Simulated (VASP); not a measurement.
# Te2Mo (P-6m2) in VASP: further runs

The runs below take Te2Mo through relaxation of cell and atoms, single point, with r2SCAN+rVV10, PBE.

Program: VASP 6.6.1. These are calculated values, not measurements. Logs are shortened: lines on timing, memory, paths and dates and some standing lists are left out, and cuts for length are marked.

## 1. The cell of the first run

The structure is hexagonal, space group P-6m2 (No. 187). Conventional cell: a = 3.494 Å, b = 3.494 Å, c = 7.668 Å, α = 90.00°, β = 90.00°, γ = 120.00°. Within 3.7 Å of Te (site symmetry 3m) lie 3 Mo at 2.72 Å and 7 Te at 3.49 to 3.64 Å. Mo (site symmetry -6m2) has 6 Te at 2.72 Å and 6 Mo at 3.49 Å within 3.6 Å.

## 2. Relaxation of cell and atoms, r2SCAN+rVV10

POSCAR reads:

```
Te2Mo
1.0
    3.4941453541      0.0000000000      0.0000000000
   -1.7470726771      3.0260186412      0.0000000000
    0.0000000000      0.0000000000      7.6681129320
Te Mo
2 1
Direct
    0.3333333333      0.6666666667      0.7626646570
    0.3333333333      0.6666666667      0.2373353430
    0.0000000000      0.0000000000      0.0000000000
```

INCAR.step1 reads:

```
SYSTEM = Te2Mo
  PREC = Accurate
  ENCUT = 600
  ISMEAR = -1
  SIGMA = 0.02
  LREAL = .False.
  LASPH = .True.
  NELM = 80
  GGA = PE
  ALGO = Normal
  EDIFF = 1E-4
  LWAVE = .True.
  LCHARG = .False.
```

INCAR.step2 reads:

```
SYSTEM = Te2Mo
  PREC = Accurate
  ENCUT = 600
  EDIFF = 1E-6
  ISMEAR = -1
  SIGMA = 0.02
  LREAL = .False.
  LASPH = .True.
  NELM = 80
  ALGO = Normal
  ISIF = 3
  LWAVE = .False.
  LCHARG = .False.
  METAGGA = R2SCAN
  LMIXTAU = .True.
  LUSE_VDW = .True.
  IVDW_NL = 2
  BPARAM = 11.95
  CPARAM = 0.0093
  IBRION = 2
  NSW = 80
  EDIFFG = -0.005
  ISTART = 1
```

KPOINTS reads:

```
regular mesh
0
Gamma
  12 12 4
  0 0 0
```

Potentials or basis: VASP PAW PBE potentials, release 64 (Te, Mo_sv).

Started as:

```sh
$ cat potpaw_PBE.64/Te/POTCAR potpaw_PBE.64/Mo_sv/POTCAR > POTCAR
$ cp INCAR.step1 INCAR
$ mpirun -np 1 vasp_std > vasp.out
$ cp INCAR.step2 INCAR
$ mpirun -np 1 vasp_std > vasp.out
```

OUTCAR:

```text
SYSTEM = Te2Mo
   PREC = Accurate
   ENCUT = 600
   EDIFF = 1E-6
   ISMEAR = -1
   LREAL = .False.
   LASPH = .True.
   NELM = 80
   ISIF = 3
   METAGGA = R2SCAN
   IVDW_NL = 2
   BPARAM = 11.95
   IBRION = 2
   NSW = 80
   EDIFFG = -0.005
   ISTART = 1

 ion  position               nearest neighbor table
   1  0.333  0.667  0.763-   3 2.72   3 2.72   3 2.72   2 3.64
   2  0.333  0.667  0.237-   3 2.72   3 2.72   3 2.72   1 3.64
   3  0.000  0.000  0.000-   1 2.72   2 2.72   1 2.72   2 2.72   1 2.72   2 2.72

  LATTYP: Found a hexagonal cell.
 ALAT       =     3.4941453541
 C/A-ratio  =     2.1945603731

  Lattice vectors:

 A1 = (   3.4941453541,   0.0000000000,   0.0000000000)
 A2 = (  -1.7470726771,   3.0260186412,   0.0000000000)
 A3 = (   0.0000000000,   0.0000000000,   7.6681129320)

Analysis of symmetry for initial positions (statically):
=====================================================================
 Subroutine PRICEL returns:
 Original cell was already a primitive cell.

 Routine SETGRP: Setting up the symmetry group for a
 hexagonal supercell.

 Subroutine GETGRP returns: Found 12 space group operations
 (whereof 12 operations were pure point group operations)
 out of a pool of 24 trial point group operations.

The static configuration has the point symmetry D_3h.

Analysis of symmetry for dynamics (positions and initial velocities):
=====================================================================
 Subroutine PRICEL returns:
 Original cell was already a primitive cell.

 Routine SETGRP: Setting up the symmetry group for a
 hexagonal supercell.

 Subroutine GETGRP returns: Found 12 space group operations
 (whereof 12 operations were pure point group operations)
 out of a pool of 24 trial point group operations.

The dynamic configuration has the point symmetry D_3h.

 Subroutine INISYM returns: Found 12 space group operations
 (whereof 12 operations are pure point group operations),
 and found     1 'primitive' translations

----------------------------------------------------------------------------------------

                                     Primitive cell

  volume of cell :      81.0776

  direct lattice vectors                    reciprocal lattice vectors
     3.494145354  0.000000000  0.000000000     0.286193017  0.165233615  0.000000000
    -1.747072677  3.026018641  0.000000000     0.000000000  0.330467231  0.000000000
     0.000000000  0.000000000  7.668112932     0.000000000  0.000000000  0.130410182

  length of vectors
     3.494145354  3.494145354  7.668112932     0.330467231  0.330467231  0.130410182

  position of ions in fractional coordinates (direct lattice)
     0.333333333  0.666666667  0.762664657
     0.333333333  0.666666667  0.237335343
     0.000000000  0.000000000  0.000000000

  ion indices of the primitive-cell ions
   primitive index   ion index
                 1           1
                 2           2
                 3           3

----------------------------------------------------------------------------------------

 KPOINTS: regular mesh

Automatic generation of k-mesh.
 Grid dimensions read from file:
 generate k-points for:   12   12    4

 Generating k-lattice:

  Cartesian coordinates                     Fractional coordinates (reciprocal lattice)
     0.023849418  0.013769468  0.000000000     0.083333333  0.000000000  0.000000000
     0.000000000  0.027538936  0.000000000     0.000000000  0.083333333  0.000000000
     0.000000000  0.000000000  0.032602545     0.000000000  0.000000000  0.250000000

  Length of vectors
     0.027538936  0.027538936  0.032602545

  Shift w.r.t. Gamma in fractional coordinates (k-lattice)
     0.000000000  0.000000000  0.000000000

 Subroutine IBZKPT returns following result:
 ===========================================

 Found     57 irreducible k-points:

 Following reciprocal coordinates:
            Coordinates               Weight
  0.000000  0.000000  0.000000      1.000000
  0.083333 -0.000000  0.000000      6.000000
  0.166667 -0.000000  0.000000      6.000000
  0.250000 -0.000000  0.000000      6.000000
  0.333333 -0.000000  0.000000      6.000000
  0.416667  0.000000  0.000000      6.000000
[... 16 lines left out ...]
  0.250000 -0.000000  0.250000     12.000000
  0.333333 -0.000000  0.250000     12.000000
 [... further k-points ...]
   k-points           NKPTS =     57   k-points in BZ     NKDIM =     57   number of bands    NBANDS=     17
   number of dos      NEDOS =    301   number of ions     NIONS =      3
   total plane-waves  NPLWV =  50176
   dimension x,y,z NGX =    28 NGY =   28 NGZ =   64
   dimension x,y,z NGXF=    56 NGYF=   56 NGZF=  128
   ions per type =               2   1
   NGX,Y,Z   is equivalent  to a cutoff of  13.32, 13.32, 13.88 a.u.
   NGXF,Y,Z  is equivalent  to a cutoff of  26.64, 26.64, 27.75 a.u.
 SYSTEM =  Te2Mo
   PREC   = accura    normal or accurate (medium, high low for compatibility)
   ISTART =      1    job   : 0-new  1-cont  2-samecut
   ICHARG =      0    charge: 1-file 2-atom 10-const
   ISPIN  =      1    spin polarized calculation?
   LNONCOLLINEAR =      F non collinear calculations
   LSORBIT =      F    spin-orbit coupling
   LASPH  =      T    aspherical Exc in radial PAW
   ENCUT  =  600.0 eV  44.10 Ry    6.64 a.u.   6.98  6.98 15.32*2*pi/ulx,y,z
   NELM   =     80;   NELMIN=  2; NELMDL=  0     # of ELM steps
   EDIFF  = 0.1E-05   stopping-criterion for ELM
   LREAL  =      F    real-space projection
   EDIFFG = -.5E-02   stopping-criterion for IOM
   NSW    =     80    number of steps for IOM
   IBRION =      2    ionic relax: 0-MD 1-quasi-New 2-CG
   NFREE  =      1    steps in history (QN), initial steepest desc. (CG)
   ISIF   =      3    stress and relaxation
   ISYM   =      2    0-nonsym 1-usesym 2-fastsym
   POTIM  = 0.5000    time-step for ionic-motion
   TEBEG  =    0.0;   TEEND  =   0.0 temperature during run
   PSTRESS=    0.0 pullay stress
   NELECT =      26.0000    total number of electrons
   NUPDOWN=      -1.0000    fix difference up-down
   EMIN   =  10.00;   EMAX   =-10.00  energy-range for DOS
   EFERMI =   0.00;   METHOD = LEGACY
   ISMEAR =    -1;   SIGMA  =   0.02  broadening in eV -4-tet -1-fermi 0-gaus
   EFERMI_NEDOS =   21; number of points for ismear=-14 and -15
   IALGO  =     38    algorithm
   IMIX   =      4    mixing-type and parameters
     AMIX     =   0.40;   BMIX     =  1.00
     AMIX_MAG =   1.60;   BMIX_MAG =  1.00
  volume/ion in A,a.u.               =      27.03       182.38
  Fermi-wavevector in a.u.,A,eV,Ry     =   1.120553  2.117537 17.083995  1.255638
  Thomas-Fermi vector in A             =   2.257200
   LORBIT       =      0    0 simple, 1 ext, 2 COOP (PROOUT), +10 PAW based schemes
   METAGGA = R2SCAN    functional components
   LHFCALC =     F    Hartree Fock is set to
   AEXX    =    0.0000 exact exchange contribution
   IVDW_NL    =     2    kernel type
   BPARAM     =11.9500
   IVDW    =     0    specifies the selected vdW correction
   LEPSILON=     F    determine dielectric tensor
   LRPA    =     F    only Hartree local field effects (RPA)
 conjugate gradient relaxation of ions
 non-spin polarized calculation
  energy-cutoff  :      600.00
  volume of cell :       81.08
 maximum number of plane-waves:      2723
 NGX is ok and might be reduce to    28
   NGX = 13   NGY = 13   NGZ = 31

--------------------------------------- Ionic step        1  -------------------------------------------

 number of electron      26.0000000 magnetization

 Free energy of the ion-electron system (eV)
  ---------------------------------------------------
  ext. energy  EPLUGINS =         0.00000000
  ---------------------------------------------------
  free energy    TOTEN  =       -77.13358804 eV

  energy without entropy =      -77.13358804  energy(sigma->0) =      -77.13358804

------------------------ aborting loop because EDIFF is reached ----------------------------------------

  FORCE on cell =-STRESS in cart. coord.  units (eV):
  Direction    XX          YY          ZZ          XY          YZ          ZX
  --------------------------------------------------------------------------------------
  -------------------------------------------------------------------------------------
  Total        0.9860757      0.9860757      0.2000291     -0.0000000     -0.0000000      0.0000000
  in kB       19.4858697     19.4858697      3.9527802     -0.0000000     -0.0000000      0.0000000
  external PRESSURE =      14.3081732 kB  Pullay stress =       0.0000000 kB
[... 92 lines left out ...]
  FREE ENERGIE OF THE ION-ELECTRON SYSTEM (eV)
  ---------------------------------------------------
  free  energy   TOTEN  =       -77.1443404763 eV

  energy  without entropy=      -77.1443404763  energy(sigma->0) =      -77.14434048

[... ionic steps 4 to 10 ...]

--------------------------------------- Ionic step       11  -------------------------------------------

 number of electron      25.9999997 magnetization

------------------------ aborting loop because EDIFF is reached ----------------------------------------

  FORCE on cell =-STRESS in cart. coord.  units (eV):
  Direction    XX          YY          ZZ          XY          YZ          ZX
  --------------------------------------------------------------------------------------
  -------------------------------------------------------------------------------------
  Total        0.0070018      0.0070018      0.0451500     -0.0000000      0.0000000      0.0000000
  in kB        0.1316097      0.1316097      0.8486675     -0.0000000      0.0000000      0.0000000
  external PRESSURE =       0.3706289 kB  Pullay stress =       0.0000000 kB
[... 59 lines left out ...]
  energy  without entropy=      -77.1556303745  energy(sigma->0) =      -77.15563037

--------------------------------------- Ionic step       13  -------------------------------------------

 number of electron      25.9999997 magnetization

 Free energy of the ion-electron system (eV)
  ---------------------------------------------------
  ext. energy  EPLUGINS =         0.00000000
  ---------------------------------------------------
  free energy    TOTEN  =       -77.15574346 eV

  energy without entropy =      -77.15574346  energy(sigma->0) =      -77.15574346

 E-fermi :   6.8289     XC(G=0): -10.2039

 val. band max:        6.3420948394   @ k =   0.3333   0.3333   0.5000
 cond. band min:       7.4737247850   @ k =   0.3333   0.3333   0.0000
 fundamental gap:      1.1316299456
 Fermi energy:         6.8289137811

 k-point     1 :       0.0000    0.0000    0.0000
  band No.  band energies     occupation
      1     -56.3079      2.00000
      2     -29.7422      2.00000
      3     -29.6319      2.00000
      4     -29.6319      2.00000
      5      -6.8860      2.00000
      6      -5.7444      2.00000
[... 9 lines left out ...]
     16       9.8000      0.00000
     17       9.8000      0.00000
[... 443 lines left out ...]
      1     -56.3003      2.00000
      2     -29.7316      2.00000
      3     -29.7195      2.00000
      4     -29.6552      2.00000
      5      -5.4633      2.00000
      6      -4.8635      2.00000
[... 9 lines left out ...]
     16       9.2240      0.00000
     17      10.1145      0.00000

 [... further k-points ...]

------------------------ aborting loop because EDIFF is reached ----------------------------------------

  FORCE on cell =-STRESS in cart. coord.  units (eV):
  Direction    XX          YY          ZZ          XY          YZ          ZX
  --------------------------------------------------------------------------------------
  -------------------------------------------------------------------------------------
  Total       -0.0013720     -0.0013720     -0.0069790      0.0000000      0.0000000      0.0000000
  in kB       -0.0257853     -0.0257853     -0.1311640      0.0000000      0.0000000      0.0000000
  external PRESSURE =      -0.0609115 kB  Pullay stress =       0.0000000 kB
[... 18 lines left out ...]
  FREE ENERGIE OF THE ION-ELECTRON SYSTEM (eV)
  ---------------------------------------------------
  free  energy   TOTEN  =       -77.1557434556 eV

  energy  without entropy=      -77.1557434556  energy(sigma->0) =      -77.15574346

 reached required accuracy - stopping structural energy minimisation
```

It took 33 min on 1 thread of Intel Xeon 6975P-C (Granite Rapids), shared host; peak memory 0.48 GiB.

What came out:

| Quantity | Value |
| --- | --- |
| Free energy | -77.1557 eV |
| Relaxed volume | 28.42 Å³/atom |
| Relaxed cell | a = 3.542 Å, b = 3.542 Å, c = 7.846 Å, α = 90.00°, β = 90.00°, γ = 120.00° |
| Space group after relaxing (to 0.1 Å) | P-6m2 (No. 187) |
| Energy gained by relaxing | 7.4 meV/atom |
| Ionic steps | 13 |
| Pressure after relaxing | 0.0 GPa |
| Largest force after relaxing | 0.004 eV/Å |
| Band gap on the k mesh | 1.13 eV (least direct gap 1.15 eV) |

Forces on the atoms (eV/Å):
```
Te   0.000  0.000 -0.004
Te   0.000  0.000  0.004
Mo   0.000  0.000  0.000
```

The path:
| step | energy change (eV) | largest force (eV/Å) | pressure (GPa) | volume (Å³) |
| --- | --- | --- | --- | --- |
| 1 | 0.0000 | 0.1210 | 1.43 | 81.08 |
| 2 | -0.0079 | 0.3897 | -1.31 | 83.94 |
| 3 | -0.0108 | 0.3004 | -0.41 | 82.95 |
| 4 | -0.0150 | 0.0036 | 0.29 | 83.22 |
| 5 | -0.0155 | 0.0780 | 0.12 | 83.16 |
| 6 | -0.0171 | 0.0675 | 0.08 | 83.42 |
| 7 | -0.0205 | 0.0373 | -0.01 | 84.21 |
| 8 | -0.0218 | 0.0177 | -0.12 | 85.80 |
| 9 | -0.0221 | 0.0052 | -0.09 | 85.38 |
| 10 | -0.0218 | 0.0395 | 0.30 | 84.96 |
| 11 | -0.0221 | 0.0168 | 0.04 | 85.24 |
| 12 | -0.0220 | 0.0343 | -0.10 | 85.28 |
| 13 | -0.0222 | 0.0038 | -0.01 | 85.25 |

Final structure:
```xyz
3
Lattice="3.5420 0.0000 0.0000 -1.7710 3.0675 0.0000 0.0000 0.0000 7.8460" Properties=species:S:1:pos:R:3 pbc="T T T"
Te    0.0000    2.0450    6.0480
Te    0.0000    2.0450    1.7980
Mo    0.0000    0.0000    0.0000
```

Levels at points of the mesh, in eV from the valence-band top:
```csv
k point,band 10,band 11,band 12,band 13,band 14,band 15,band 16,band 17
"(0.00, 0.00, 0.00)",-1.16,-1.01,-1.01,-0.79,3.23,3.23,3.46,3.46
"(0.50, 0.00, 0.00)",-2.50,-1.46,-0.95,-0.48,1.47,1.74,3.68,3.92
"(0.00, 0.00, 0.50)",-1.82,-1.02,-1.02,-0.17,3.15,3.15,3.55,3.55
"(0.50, 0.00, 0.50)",-2.52,-2.13,-0.66,-0.42,1.49,1.91,3.10,3.75
```

Caveat: the PAW data sets were made with another functional, which shifts forces and pressure a little; spin-orbit coupling is left out, which moves the levels of the heavy elements. A k mesh can miss the band edges.

[end of part 1 of 2]
